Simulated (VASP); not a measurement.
# ZrTi3N4: single point with PBE

Crystal: ZrTi3N4.

```
Zr Ti N
1.0
     3.08469    0.00000    0.00000
     0.00000    3.08469    0.00000
     0.00000    0.00000    8.68915
Zr Ti N
1 3 4
Direct
  0.00000 0.00000 0.00000
  0.00000 0.00000 0.50000
  0.50000 0.50000 0.26259
  0.50000 0.50000 0.73741
  0.00000 0.00000 0.74170
  0.50000 0.50000 0.50000
  0.00000 0.00000 0.25830
  0.50000 0.50000 0.00000
```

- Program: VASP 6.6.1
- Task: single point
- Functional: PBE
- Potentials or basis: VASP PAW PBE potentials, release 64 (Zr_sv, Ti_sv, N)
- Cutoff: 520 eV
- k mesh: 6 × 6 × 2
- Occupations: gaussian, width 0.1 eV
- Spin: no spin polarisation

| Item | Value |
| --- | --- |
| Pressure | 0.4 GPa |
| Largest force | 0.025 eV/Å |
| Band gap on the k mesh | zero (bands 34 and 35 overlap by 3.00 eV) |

Forces in eV/Å, atoms in the order of the input:
```
Zr   0.000  0.000  0.000
Ti   0.000  0.000  0.000
Ti   0.000  0.000  0.025
Ti   0.000  0.000 -0.025
N    0.000  0.000 -0.002
N    0.000  0.000  0.000
N    0.000  0.000  0.002
N    0.000  0.000  0.000
```

Stress tensor (GPa, compression positive):
```
-0.02  0.00  0.00
 0.00 -0.02  0.00
 0.00  0.00  1.25
```

Levels at points of the mesh, in eV from the Fermi level:
| k point | band 30 | band 31 | band 32 | band 33 | band 34 | band 35 | band 36 | band 37 | band 38 | band 39 |
| --- | --- | --- | --- | --- | --- | --- | --- | --- | --- | --- |
| (0.00, 0.00, 0.00) | -2.92 | -2.15 | -2.13 | -2.13 | -2.05 | -1.80 | -0.50 | -0.50 | -0.44 | 0.53 |
| (0.50, 0.00, 0.00) | -5.03 | -4.86 | -4.45 | 0.79 | 1.20 | 1.41 | 1.44 | 1.50 | 1.56 | 1.56 |
| (0.50, 0.50, 0.00) | -2.96 | -2.96 | -2.89 | -2.89 | -2.84 | 0.86 | 0.86 | 1.34 | 1.34 | 1.53 |
| (0.00, 0.00, 0.50) | -2.77 | -2.77 | -2.65 | -2.62 | -2.62 | -1.08 | -0.78 | 0.22 | 0.22 | 0.55 |
| (0.50, 0.00, 0.50) | -5.01 | -4.99 | -4.75 | 1.07 | 1.11 | 1.25 | 1.27 | 1.31 | 1.39 | 1.61 |
| (0.50, 0.50, 0.50) | -4.11 | -3.71 | -3.71 | -1.24 | -1.24 | -0.79 | -0.79 | 2.07 | 2.13 | 2.13 |

It took 3.5 min on 1 thread of Intel Xeon 8259CL, with other jobs on the host, peak memory 0.19 GiB.

Caveat: the k points lie up to 0.36 Å⁻¹ apart, too coarse for converged energies and pressures of a metal.
